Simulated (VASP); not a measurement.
# Sn2As2Se (I4/mmm) in VASP: a series of runs

The runs below take Sn2As2Se through relaxation of cell and atoms, single point, with PBE.

Program: VASP 6.6.1. These are calculated values, not measurements. Logs are shortened: lines on timing, memory, paths and dates and some standing lists are left out, and cuts for length are marked.

## (1) The cell of the first run

It takes space group I4/mmm (No. 139, tetragonal). Conventional cell: a = 5.920 Å, b = 5.920 Å, c = 7.711 Å, α = 90.00°, β = 90.00°, γ = 90.00°. Sn (site symmetry -4m2) has 4 As at 2.96 Å and 4 Se at 3.53 Å and 2 Sn at 3.86 Å within 3.9 Å. Within 2.5 Å of As (site symmetry 4mm) lie 1 Se at 1.89 Å. Within 2.5 Å of Se (site symmetry 4/mmm) lie 2 As at 1.89 Å.

The cell was built from a structure type or drawn by symmetry, and may not be a known phase.

## (2) Relaxation of cell and atoms, PBE

INCAR

```
ALGO = Normal
EDIFF = 1E-6
EDIFFG = -0.04
ENCUT = 600
GGA = PE
IBRION = 2
ISIF = 3
ISMEAR = 0
LASPH = T
LCHARG = F
LREAL = F
LWAVE = F
NELM = 80
NSW = 90
PREC = Accurate
SIGMA = 0.1
```

KPOINTS

```
k-points
0
Gamma
  4 4 4
```

POSCAR

```
Sn2As2Se
1.0
   -2.9598919600      2.9598919600      3.8555489400
    2.9598919600     -2.9598919600      3.8555489400
    2.9598919600      2.9598919600     -3.8555489400
Sn As Se
2 2 1
Direct
    0.7500000000      0.2500000000      0.5000000000
    0.2500000000      0.7500000000      0.5000000000
    0.2543936200      0.2543936200      0.0000000000
    0.7456063800      0.7456063800      0.0000000000
    0.5000000000      0.5000000000      0.0000000000
```

Potentials or basis: VASP PAW PBE potentials, release 64 (Sn_d, As, Se).

On the command line:

```sh
$ cat potpaw_PBE.64/Sn_d/POTCAR potpaw_PBE.64/As/POTCAR potpaw_PBE.64/Se/POTCAR > POTCAR
$ mpirun -np 1 vasp_std > vasp.out
```

OUTCAR:

```text
EDIFF = 1E-6
   EDIFFG = -0.04
   ENCUT = 600
   GGA = PE
   IBRION = 2
   ISIF = 3
   ISMEAR = 0
   LASPH = T
   LREAL = F
   NELM = 80
   NSW = 90
   PREC = Accurate

 ion  position               nearest neighbor table
   1  0.750  0.250  0.500-   3 2.96   4 2.96   3 2.96   4 2.96
   2  0.250  0.750  0.500-   3 2.96   4 2.96   3 2.96   4 2.96
   3  0.254  0.254  0.000-   5 1.89   2 2.96   1 2.96   2 2.96   1 2.96
   4  0.746  0.746  0.000-   5 1.89   1 2.96   2 2.96   1 2.96   2 2.96
   5  0.500  0.500  0.000-   3 1.89   4 1.89

  LATTYP: Found a body centered tetragonal cell.
 ALAT       =     5.9197839200
 C/A-ratio  =     1.3025978624

  Lattice vectors:

 A1 = (  -2.9598919600,   2.9598919600,   3.8555489400)
 A2 = (   2.9598919600,  -2.9598919600,   3.8555489400)
 A3 = (   2.9598919600,   2.9598919600,  -3.8555489400)

Analysis of symmetry for initial positions (statically):
=====================================================================
 Subroutine PRICEL returns:
 Original cell was already a primitive cell.

 Routine SETGRP: Setting up the symmetry group for a
 body centered tetragonal supercell.

 Subroutine GETGRP returns: Found 16 space group operations
 (whereof 16 operations were pure point group operations)
 out of a pool of 16 trial point group operations.

The static configuration has the point symmetry D_4h.

Analysis of symmetry for dynamics (positions and initial velocities):
=====================================================================
 Subroutine PRICEL returns:
 Original cell was already a primitive cell.

 Routine SETGRP: Setting up the symmetry group for a
 body centered tetragonal supercell.

 Subroutine GETGRP returns: Found 16 space group operations
 (whereof 16 operations were pure point group operations)
 out of a pool of 16 trial point group operations.

The dynamic configuration has the point symmetry D_4h.

 Subroutine INISYM returns: Found 16 space group operations
 (whereof 16 operations are pure point group operations),
 and found     1 'primitive' translations

----------------------------------------------------------------------------------------

                                     Primitive cell

  volume of cell :     135.1132

  direct lattice vectors                    reciprocal lattice vectors
    -2.959891960  2.959891960  3.855548940     0.000000000  0.168925085  0.129683220
     2.959891960 -2.959891960  3.855548940     0.168925085  0.000000000  0.129683220
     2.959891960  2.959891960 -3.855548940     0.168925085  0.168925085  0.000000000

  length of vectors
     5.690973419  5.690973419  5.690973419     0.212963428  0.212963428  0.238896146

  position of ions in fractional coordinates (direct lattice)
     0.750000000  0.250000000  0.500000000
     0.250000000  0.750000000  0.500000000
     0.254393620  0.254393620  0.000000000
     0.745606380  0.745606380  0.000000000
     0.500000000  0.500000000  0.000000000

  ion indices of the primitive-cell ions
   primitive index   ion index
                 1           1
                 2           2
                 3           3
                 4           4
                 5           5

----------------------------------------------------------------------------------------

 KPOINTS: k-points

Automatic generation of k-mesh.
 Grid dimensions read from file:
 generate k-points for:    4    4    4

 Generating k-lattice:

  Cartesian coordinates                     Fractional coordinates (reciprocal lattice)
     0.000000000  0.042231271  0.032420805     0.250000000  0.000000000 -0.000000000
     0.042231271  0.000000000  0.032420805     0.000000000  0.250000000 -0.000000000
     0.042231271  0.042231271  0.000000000     0.000000000  0.000000000  0.250000000

  Length of vectors
     0.053240857  0.053240857  0.059724036

  Shift w.r.t. Gamma in fractional coordinates (k-lattice)
     0.000000000  0.000000000  0.000000000

 Subroutine IBZKPT returns following result:
 ===========================================

 Found     13 irreducible k-points:

 Following reciprocal coordinates:
            Coordinates               Weight
  0.000000  0.000000  0.000000      1.000000
  0.250000 -0.000000  0.000000      8.000000
  0.500000 -0.000000  0.000000      4.000000
  0.250000  0.250000  0.000000      8.000000
  0.500000  0.250000  0.000000     16.000000
 -0.250000  0.250000  0.000000      4.000000
  0.500000  0.500000  0.000000      2.000000
  0.250000  0.250000  0.250000      2.000000
 -0.250000  0.250000  0.250000      4.000000
  0.500000  0.500000  0.250000      4.000000
 -0.250000  0.500000  0.250000      8.000000
 -0.250000 -0.250000  0.250000      2.000000
  0.500000  0.500000  0.500000      1.000000
   k-points           NKPTS =     13   k-points in BZ     NKDIM =     13   number of bands    NBANDS=     26
   number of dos      NEDOS =    301   number of ions     NIONS =      5
   total plane-waves  NPLWV = 110592
   dimension x,y,z NGX =    48 NGY =   48 NGZ =   48
   dimension x,y,z NGXF=    96 NGYF=   96 NGZF=   96
   ions per type =               2   2   1
   NGX,Y,Z   is equivalent  to a cutoff of  14.02, 14.02, 14.02 a.u.
   NGXF,Y,Z  is equivalent  to a cutoff of  28.04, 28.04, 28.04 a.u.
 SYSTEM =  unknown system
   PREC   = accura    normal or accurate (medium, high low for compatibility)
   ISTART =      0    job   : 0-new  1-cont  2-samecut
   ICHARG =      2    charge: 1-file 2-atom 10-const
   ISPIN  =      1    spin polarized calculation?
   LNONCOLLINEAR =      F non collinear calculations
   LSORBIT =      F    spin-orbit coupling
   LASPH  =      T    aspherical Exc in radial PAW
   ENCUT  =  600.0 eV  44.10 Ry    6.64 a.u.  11.37 11.37 11.37*2*pi/ulx,y,z
   NELM   =     80;   NELMIN=  2; NELMDL= -5     # of ELM steps
   EDIFF  = 0.1E-05   stopping-criterion for ELM
   LREAL  =      F    real-space projection
   EDIFFG = -.4E-01   stopping-criterion for IOM
   NSW    =     90    number of steps for IOM
   IBRION =      2    ionic relax: 0-MD 1-quasi-New 2-CG
   NFREE  =      1    steps in history (QN), initial steepest desc. (CG)
   ISIF   =      3    stress and relaxation
   ISYM   =      2    0-nonsym 1-usesym 2-fastsym
   POTIM  = 0.5000    time-step for ionic-motion
   TEBEG  =    0.0;   TEEND  =   0.0 temperature during run
   PSTRESS=    0.0 pullay stress
   NELECT =      44.0000    total number of electrons
   NUPDOWN=      -1.0000    fix difference up-down
   EMIN   =  10.00;   EMAX   =-10.00  energy-range for DOS
   EFERMI =   0.00;   METHOD = LEGACY
   ISMEAR =     0;   SIGMA  =   0.10  broadening in eV -4-tet -1-fermi 0-gaus
   EFERMI_NEDOS =   21; number of points for ismear=-14 and -15
   IALGO  =     38    algorithm
   IMIX   =      4    mixing-type and parameters
     AMIX     =   0.40;   BMIX     =  1.00
     AMIX_MAG =   1.60;   BMIX_MAG =  1.00
  volume/ion in A,a.u.               =      27.02       182.36
  Fermi-wavevector in a.u.,A,eV,Ry     =   1.126315  2.128426 17.260144  1.268585
  Thomas-Fermi vector in A             =   2.262996
   LORBIT       =      0    0 simple, 1 ext, 2 COOP (PROOUT), +10 PAW based schemes
   GGA     = PE    functional components
   LHFCALC =     F    Hartree Fock is set to
   AEXX    =    0.0000 exact exchange contribution
   IVDW    =     0    specifies the selected vdW correction
   LEPSILON=     F    determine dielectric tensor
   LRPA    =     F    only Hartree local field effects (RPA)
 conjugate gradient relaxation of ions
 non-spin polarized calculation
 Gauss-broadening in eV      SIGMA  =   0.10
  energy-cutoff  :      600.00
  volume of cell :      135.11
 maximum number of plane-waves:      4563
 NGX is ok and might be reduce to    48
   NGX = 23   NGY = 23   NGZ = 23

--------------------------------------- Ionic step        1  -------------------------------------------

 number of electron      44.0000007 magnetization

 Free energy of the ion-electron system (eV)
  ---------------------------------------------------
  ext. energy  EPLUGINS =         0.00000000
  ---------------------------------------------------
  free energy    TOTEN  =       -13.45635291 eV

  energy without entropy =      -13.45382901  energy(sigma->0) =      -13.45509096

------------------------ aborting loop because EDIFF is reached ----------------------------------------

  FORCE on cell =-STRESS in cart. coord.  units (eV):
  Direction    XX          YY          ZZ          XY          YZ          ZX
  --------------------------------------------------------------------------------------
  -------------------------------------------------------------------------------------
  Total        2.3422668      2.3422668     52.5498298      0.0000000     -0.0000000      0.0000000
  in kB       27.7746768     27.7746768    623.1376133      0.0000000     -0.0000000      0.0000000
  external PRESSURE =     226.2289890 kB  Pullay stress =       0.0000000 kB
[... 98 lines left out ...]
  FREE ENERGIE OF THE ION-ELECTRON SYSTEM (eV)
  ---------------------------------------------------
  free  energy   TOTEN  =       -17.1197050660 eV

  energy  without entropy=      -17.0993841043  energy(sigma->0) =      -17.10954459

 E-fermi :   4.6263     XC(G=0):  -9.3578

 val. band max:        4.5490333967   @ k =  -0.2500   0.5000   0.2500
 cond. band min:       4.6623847115   @ k =   0.5000  -0.0000   0.0000
 fundamental gap:      0.1133513148
 Fermi energy:         4.6262630408

 k-point     1 :       0.0000    0.0000    0.0000
  band No.  band energies     occupation
      1     -17.0557      2.00000
      2     -17.0202      2.00000
      3     -17.0002      2.00000
      4     -17.0002      2.00000
      5     -16.9927      2.00000
      6     -16.9896      2.00000
[... 366 lines left out ...]
     25       7.0827      0.00000
     26       8.8127      0.00000

 E-fermi :   6.0673     XC(G=0): -10.0447

 val. band max:        6.0432213849   @ k =   0.2500   0.2500   0.2500
 cond. band min:       6.4426922423   @ k =  -0.2500   0.2500   0.2500
 fundamental gap:      0.3994708574
 Fermi energy:         6.0673006077

 k-point     1 :       0.0000    0.0000    0.0000
  band No.  band energies     occupation
      1     -15.7225      2.00000
      2     -15.7014      2.00000
      3     -15.6961      2.00000
      4     -15.6764      2.00000
      5     -15.6764      2.00000
      6     -15.6508      2.00000
[... 366 lines left out ...]
     25       8.0994      0.00000
     26       9.2552      0.00000

[... ionic steps 4 to 21 ...]

--------------------------------------- Ionic step       22  -------------------------------------------

 number of electron      44.0000007 magnetization

------------------------ aborting loop because EDIFF is reached ----------------------------------------
[... 73 lines left out ...]
--------------------------------------- Ionic step       24  -------------------------------------------

 number of electron      44.0000002 magnetization

 Free energy of the ion-electron system (eV)
  ---------------------------------------------------
  ext. energy  EPLUGINS =         0.00000000
  ---------------------------------------------------
  free energy    TOTEN  =       -20.52117218 eV

  energy without entropy =      -20.51727894  energy(sigma->0) =      -20.51922556

 E-fermi :   5.6998     XC(G=0):  -9.8866

 val. band max:        5.6192784722   @ k =   0.2500   0.2500   0.0000
 cond. band min:       5.9156492857   @ k =   0.2500  -0.0000   0.0000
 fundamental gap:      0.2963708136
 Fermi energy:         5.6998408707

 k-point     1 :       0.0000    0.0000    0.0000
  band No.  band energies     occupation
      1     -16.0770      2.00000
      2     -16.0755      2.00000
      3     -16.0574      2.00000
      4     -16.0502      2.00000
      5     -16.0502      2.00000
      6     -16.0306      2.00000
[... 398 lines left out ...]
  FREE ENERGIE OF THE ION-ELECTRON SYSTEM (eV)
  ---------------------------------------------------
  free  energy   TOTEN  =       -20.5211721812 eV

  energy  without entropy=      -20.5172789415  energy(sigma->0) =      -20.51922556

 reached required accuracy - stopping structural energy minimisation
```

It took 13 min on 1 thread of Intel Xeon Platinum 8488C (Sapphire Rapids), shared host; peak memory 0.38 GiB.

What came out:

| Item | Value |
| --- | --- |
| Free energy | -20.5212 eV |
| Relaxed volume | 25.07 Å³/atom |
| Relaxed cell | a = 5.856 Å, b = 5.856 Å, c = 5.856 Å, α = 126.55°, β = 126.55°, γ = 78.98° |
| Space group after relaxing (to 0.1 Å) | I4/mmm (No. 139) |
| Energy gained by relaxing | 1413.0 meV/atom |
| Ionic steps | 24 |
| Pressure after relaxing | 0.0 GPa |
| Largest force after relaxing | 0.013 eV/Å |
| Band gap on the k mesh | zero (bands 22 and 23 overlap by 2.46 eV) |

Forces on the atoms (eV/Å):
```
Sn   0.000  0.000  0.000
Sn   0.000  0.000  0.000
As   0.000  0.000 -0.013
As   0.000  0.000  0.013
Se   0.000  0.000  0.000
```

Step by step:
| step | energy change (eV) | largest force (eV/Å) | pressure (GPa) | volume (Å³) |
| --- | --- | --- | --- | --- |
| 1 | 0.0000 | 14.2818 | 22.62 | 135.11 |
| 2 | -3.1208 | 0.4642 | -7.81 | 212.93 |
| 3 | -3.6634 | 0.5823 | -7.84 | 203.47 |
| 4 | -4.1975 | 0.6453 | -7.83 | 194.85 |
| 5 | -5.7821 | 0.2148 | -5.48 | 164.50 |
| 6 | -5.6986 | 1.6268 | -1.60 | 151.96 |
| 7 | -5.8498 | 0.6263 | -4.41 | 159.79 |
| 8 | -5.8506 | 0.7233 | -4.14 | 158.87 |
| 9 | -6.2532 | 1.0099 | -1.19 | 144.00 |
| 10 | -6.3018 | 1.1343 | 0.65 | 138.15 |
| 11 | -6.4195 | 0.9270 | 0.07 | 137.14 |
| 12 | -6.6663 | 0.6094 | -1.14 | 134.14 |
| 13 | -6.9936 | 0.6948 | -0.91 | 128.23 |
| 14 | -6.8766 | 0.6638 | -1.68 | 131.22 |
| 15 | -6.9948 | 0.3332 | -1.63 | 129.62 |
| 16 | -7.0140 | 0.0174 | -1.43 | 129.05 |
| 17 | -7.0152 | 0.1117 | -1.32 | 128.87 |
| 18 | -6.8715 | 1.5232 | 4.80 | 117.66 |
| 19 | -7.0364 | 0.3790 | 0.03 | 125.55 |
| 20 | -6.9812 | 0.3051 | 2.52 | 120.96 |
| 21 | -7.0606 | 0.1051 | 0.68 | 124.01 |
| 22 | -7.0607 | 0.0819 | 0.76 | 123.88 |
| 23 | -7.0552 | 0.1403 | -1.02 | 127.73 |
| 24 | -7.0648 | 0.0133 | 0.02 | 125.37 |

Final structure:
```yaml
crystal:
  lattice:
    - [-2.63344, 2.63344, 4.51937]
    - [2.63344, -2.63344, 4.51937]
    - [2.63344, 2.63344, -4.51937]
  atoms:
    - { symbol: Sn, position: [0.75000, 0.25000, 0.50000] }
    - { symbol: Sn, position: [0.25000, 0.75000, 0.50000] }
    - { symbol: As, position: [0.13668, 0.13668, 0.00000] }
    - { symbol: As, position: [0.86332, 0.86332, 0.00000] }
    - { symbol: Se, position: [0.50000, 0.50000, 0.00000] }
```

Levels at points of the mesh, in eV from the Fermi level:
| k point | band 19 | band 20 | band 21 | band 22 | band 23 | band 24 | band 25 | band 26 |
| --- | --- | --- | --- | --- | --- | --- | --- | --- |
| (0.00, 0.00, 0.00) | -2.93 | -2.93 | -1.70 | -1.70 | -1.40 | -0.22 | 3.54 | 4.08 |
| (0.50, 0.00, 0.00) | -1.99 | -1.41 | -1.10 | -0.63 | 0.67 | 1.16 | 2.03 | 2.44 |
| (0.50, 0.50, 0.00) | -1.51 | -0.73 | -0.63 | 1.06 | 2.24 | 2.31 | 2.66 | 3.08 |
| (0.50, 0.50, 0.50) | -1.42 | -1.42 | -0.75 | -0.56 | -0.56 | 0.27 | 2.11 | 3.62 |

Caveat: spin-orbit coupling is left out, which moves the levels of the heavy elements.

[end of part 1 of 2]
